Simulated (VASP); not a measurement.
A run of VASP 6.6.1:

INCAR

```
PREC = Accurate
ENCUT = 520
EDIFF = 1E-6
ISMEAR = 0
SIGMA = 0.02
LREAL = False
LASPH = True
NELM = 150
ALGO = Normal
ISIF = 2
LWAVE = False
LCHARG = True
ISPIN = 2
MAGMOM = 0 3
LORBIT = 11
LMAXMIX = 4
GGA = PE
LELF = True
LVHAR = True
NBANDS = 20
```

Contents of KPOINTS:

```
Automatic mesh
0
Gamma
  10 10 7
```

POSCAR

```
FePt
1.0
    2.7235000000      0.0000000000      0.0000000000
    0.0000000000      2.7235000000      0.0000000000
    0.0000000000      0.0000000000      3.7200000000
Pt Fe
1 1
Direct
    0.5000000000      0.5000000000      0.5000000000
    0.0000000000      0.0000000000      0.0000000000
```

Potentials or basis: VASP PAW PBE potentials, release 64 (Pt, Fe).

Run with:

```bash
$ cat potpaw_PBE.64/Pt/POTCAR potpaw_PBE.64/Fe/POTCAR > POTCAR
$ mpirun -np 1 vasp_std > vasp.out
```

Hardware: 1 thread of Intel(R) Xeon(R) Platinum 8488C (Sapphire Rapids) (shared host).

Question: How long does it take, and how much memory?

Answer: It took 49 s on 1 thread of Intel(R) Xeon(R) Platinum 8488C (Sapphire Rapids), on a shared host, peak memory 0.2 GiB. Counts: scf iterations 16, k points 84.
